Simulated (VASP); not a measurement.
# Zr (P6_3/mmc) in VASP: relaxation of cell and atoms with PBE

Aim: the relaxation of cell and atoms of Zr with PBE.

Program: VASP 6.6.1. These are calculated values, not measurements. Logs are shortened: lines on timing, memory, paths and dates and some standing lists are left out, and cuts for length are marked.

## 1. The cell of the first run

The structure is hexagonal, space group P6_3/mmc (No. 194). Conventional cell: a = 3.221 Å, b = 3.221 Å, c = 10.410 Å, α = 90.00°, β = 90.00°, γ = 120.00°. Within 4.2 Å of Zr (site symmetry -3m) lie 12 Zr at 3.20 to 3.22 Å. Zr (site symmetry -6m2) has 12 Zr at 3.20 to 3.22 Å within 4.2 Å.

## 2. Relaxation of cell and atoms, PBE

INCAR

```
SYSTEM = Zr
PREC = Accurate ; ENCUT = 600
EDIFF = 1E-6 ; ISMEAR = 0
SIGMA = 0.1 ; LREAL = .FALSE.
LASPH = .TRUE. ; NELM = 100
ALGO = Fast ; ISIF = 3
LWAVE = .FALSE. ; LCHARG = .FALSE.
GGA = PE ; IBRION = 2
NSW = 100 ; EDIFFG = -0.01
```

KPOINTS

```
regular mesh
0
G
  15 15 4
  0 0 0
```

POSCAR

```
Zr
1.0
    3.2208983504      0.0000000000      0.0000000000
   -1.6104491752      2.7893797945      0.0000000000
    0.0000000000      0.0000000000     10.4097738488
Zr
4
Direct
    0.0000000000      0.0000000000      0.0000000000
    0.0000000000      0.0000000000      0.5000000000
    0.3333333333      0.6666666667      0.7500000000
    0.6666666667      0.3333333333      0.2500000000
```

Potentials or basis: VASP PAW PBE potentials, release 64 (Zr_sv).

Run with:

```sh
$ cat potpaw_PBE.64/Zr_sv/POTCAR > POTCAR
$ mpirun -np 1 vasp_std > vasp.out
```

OUTCAR:

```text
SYSTEM = Zr
   PREC = Accurate
   ENCUT = 600
   EDIFF = 1E-6
   ISMEAR = 0
   LREAL = .FALSE.
   LASPH = .TRUE.
   NELM = 100
   ISIF = 3
   GGA = PE
   IBRION = 2
   NSW = 100
   EDIFFG = -0.01

 ion  position               nearest neighbor table
   1  0.000  0.000  0.000-   3 3.20   4 3.20   4 3.20   3 3.20   4 3.20   3 3.20
   2  0.000  0.000  0.500-   3 3.20   4 3.20   4 3.20   3 3.20   4 3.20   3 3.20
   3  0.333  0.667  0.750-   1 3.20   2 3.20   1 3.20   2 3.20   1 3.20   2 3.20
   4  0.667  0.333  0.250-   1 3.20   2 3.20   1 3.20   2 3.20   1 3.20   2 3.20

  LATTYP: Found a hexagonal cell.
 ALAT       =     3.2208983504
 C/A-ratio  =     3.2319473378

  Lattice vectors:

 A1 = (   3.2208983504,   0.0000000000,   0.0000000000)
 A2 = (  -1.6104491752,   2.7893797945,   0.0000000000)
 A3 = (   0.0000000000,   0.0000000000,  10.4097738488)

Analysis of symmetry for initial positions (statically):
=====================================================================
 Subroutine PRICEL returns:
 Original cell was already a primitive cell.

 Routine SETGRP: Setting up the symmetry group for a
 hexagonal supercell.

 Subroutine GETGRP returns: Found 24 space group operations
 (whereof 12 operations were pure point group operations)
 out of a pool of 24 trial point group operations.

The static configuration has the point symmetry D_3d.
 The point group associated with its full space group is D_6h.

Analysis of symmetry for dynamics (positions and initial velocities):
=====================================================================
 Subroutine PRICEL returns:
 Original cell was already a primitive cell.

 Routine SETGRP: Setting up the symmetry group for a
 hexagonal supercell.

 Subroutine GETGRP returns: Found 24 space group operations
 (whereof 12 operations were pure point group operations)
 out of a pool of 24 trial point group operations.

The dynamic configuration has the point symmetry D_3d.
 The point group associated with its full space group is D_6h.

 Subroutine INISYM returns: Found 24 space group operations
 (whereof 12 operations are pure point group operations),
 and found     1 'primitive' translations

----------------------------------------------------------------------------------------

                                     Primitive cell

  volume of cell :      93.5246

  direct lattice vectors                    reciprocal lattice vectors
     3.220898350  0.000000000  0.000000000     0.310472387  0.179251316  0.000000000
[... 101 lines left out ...]
   NELECT =      48.0000    total number of electrons
   NUPDOWN=      -1.0000    fix difference up-down
   EMIN   =  10.00;   EMAX   =-10.00  energy-range for DOS
   EFERMI =   0.00;   METHOD = LEGACY
   ISMEAR =     0;   SIGMA  =   0.10  broadening in eV -4-tet -1-fermi 0-gaus
   EFERMI_NEDOS =   21; number of points for ismear=-14 and -15
   IALGO  =     68    algorithm
   IMIX   =      4    mixing-type and parameters
     AMIX     =   0.40;   BMIX     =  1.00
     AMIX_MAG =   1.60;   BMIX_MAG =  1.00
  volume/ion in A,a.u.               =      23.38       157.78
  Fermi-wavevector in a.u.,A,eV,Ry     =   1.310730  2.476921 23.374989  1.718013
  Thomas-Fermi vector in A             =   2.441240
   LORBIT       =      0    0 simple, 1 ext, 2 COOP (PROOUT), +10 PAW based schemes
   GGA     = PE    functional components
   LHFCALC =     F    Hartree Fock is set to
   AEXX    =    0.0000 exact exchange contribution
   IVDW    =     0    specifies the selected vdW correction
   LEPSILON=     F    determine dielectric tensor
   LRPA    =     F    only Hartree local field effects (RPA)
 conjugate gradient relaxation of ions
 non-spin polarized calculation
 RMM-DIIS sequential band-by-band and
 Gauss-broadening in eV      SIGMA  =   0.10
  energy-cutoff  :      600.00
  volume of cell :       93.52
 maximum number of plane-waves:      3149
 NGX is ok and might be reduce to    28
   NGX = 13   NGY = 13   NGZ = 41

--------------------------------------- Ionic step        1  -------------------------------------------

 number of electron      48.0000001 magnetization

 Free energy of the ion-electron system (eV)
  ---------------------------------------------------
  ext. energy  EPLUGINS =         0.00000000
  ---------------------------------------------------
  free energy    TOTEN  =       -33.90715009 eV

  energy without entropy =      -33.87226504  energy(sigma->0) =      -33.88970757

------------------------ aborting loop because EDIFF is reached ----------------------------------------

  FORCE on cell =-STRESS in cart. coord.  units (eV):
  Direction    XX          YY          ZZ          XY          YZ          ZX
  --------------------------------------------------------------------------------------
  -------------------------------------------------------------------------------------
  Total        0.0675458      0.0675458      0.0994089      0.0000000      0.0000000      0.0000000
  in kB        1.1571330      1.1571330      1.7029816      0.0000000      0.0000000      0.0000000
  external PRESSURE =       1.3390825 kB  Pullay stress =       0.0000000 kB
[... 63 lines left out ...]
--------------------------------------- Ionic step        3  -------------------------------------------

 number of electron      48.0000001 magnetization

 Free energy of the ion-electron system (eV)
  ---------------------------------------------------
  ext. energy  EPLUGINS =         0.00000000
  ---------------------------------------------------
  free energy    TOTEN  =       -33.90720937 eV

  energy without entropy =      -33.87228949  energy(sigma->0) =      -33.88974943

 E-fermi :   8.8491     XC(G=0): -11.0570

 val. band max:        8.8446035160   @ k =   0.2667   0.2000   0.2500
 cond. band min:       8.8497377741   @ k =   0.0667   0.0000   0.0000
 fundamental gap:      0.0051342581
 Fermi energy:         8.8491394215

 k-point     1 :       0.0000    0.0000    0.0000
  band No.  band energies     occupation
      1     -39.9118      2.00000
      2     -39.8567      2.00000
      3     -39.8212      2.00000
      4     -39.7649      2.00000
      5     -18.3951      2.00000
      6     -17.9334      2.00000
[... 733 lines left out ...]
     27       9.2024      0.00000
     28       9.9686      0.00000

 [... further k-points ...]

------------------------ aborting loop because EDIFF is reached ----------------------------------------

  FORCE on cell =-STRESS in cart. coord.  units (eV):
  Direction    XX          YY          ZZ          XY          YZ          ZX
  --------------------------------------------------------------------------------------
  -------------------------------------------------------------------------------------
  Total       -0.0089049     -0.0089049      0.0074700      0.0000000      0.0000000      0.0000000
  in kB       -0.1523220     -0.1523220      0.1277777      0.0000000      0.0000000      0.0000000
  external PRESSURE =      -0.0589554 kB  Pullay stress =       0.0000000 kB
[... 19 lines left out ...]
  FREE ENERGIE OF THE ION-ELECTRON SYSTEM (eV)
  ---------------------------------------------------
  free  energy   TOTEN  =       -33.9072093729 eV

  energy  without entropy=      -33.8722894918  energy(sigma->0) =      -33.88974943

 reached required accuracy - stopping structural energy minimisation
```

OSZICAR:

```text
N       E                     dE             d eps       ncg     rms          rms(c)
DAV:   1     0.559135288148E+03    0.55914E+03   -0.27998E+04  4536   0.191E+03
DAV:   2     0.135863410605E+02   -0.54555E+03   -0.53589E+03  5264   0.517E+02
DAV:   3    -0.314947958613E+02   -0.45081E+02   -0.43202E+02  7636   0.103E+02
[... 34 lines left out ...]
RMM:   3    -0.339071508721E+02    0.10332E-03   -0.91136E-04  5267   0.187E-01    0.515E-02
RMM:   4    -0.339071934355E+02   -0.42563E-04   -0.18982E-04  6228   0.671E-02    0.133E-02
RMM:   5    -0.339072006055E+02   -0.71700E-05   -0.85972E-05  6264   0.480E-02    0.112E-02
RMM:   6    -0.339072046160E+02   -0.40106E-05   -0.22014E-05  5790   0.198E-02    0.115E-02
RMM:   7    -0.339072094864E+02   -0.48703E-05   -0.84698E-06  5208   0.205E-02    0.762E-03
RMM:   8    -0.339072093729E+02    0.11344E-06   -0.45067E-06  3749   0.121E-02
   3 F= -.33907209E+02 E0= -.33889749E+02  d E =-.592790E-04
```

It took 5.6 min on 1 thread of Intel Xeon 6975P-C (Granite Rapids), shared host; peak memory 0.37 GiB.

Results:

```yaml
Free_energy: -33.9072 eV
Relaxed_volume: 23.42 Å³/atom
Relaxed_cell: a = 3.222 Å, b = 3.222 Å, c = 10.416 Å, α = 90.00°, β = 90.00°, γ = 120.00°
Space_group_after_relaxing_to_0.1_Å: P6_3/mmc (No. 194)
Energy_gained_by_relaxing: 0.0 meV/atom
Ionic_steps: 3
Pressure_after_relaxing: 0.0 GPa
Band_gap_on_the_k_mesh: zero (bands 24 and 25 overlap by 1.27 eV)
```

Final structure:
```
Zr
1.0
     3.22229    0.00000    0.00000
    -1.61114    2.79058    0.00000
     0.00000    0.00000   10.41638
Zr
4
Cartesian
  0.0000 0.0000 0.0000
  0.0000 0.0000 5.2082
  0.0000 1.8604 7.8123
  1.6111 0.9302 2.6041
```

Levels at points of the mesh, in eV from the Fermi level:
```csv
k point,band 22,band 23,band 24,band 25,band 26,band 27
"(0.00, 0.00, 0.00)",0.06,0.75,0.75,0.86,0.87,1.01
"(0.00, 0.00, 0.50)",0.42,0.61,0.61,0.91,0.91,0.91
```

Caveat: the highest band is partly filled, so the run has too few bands.
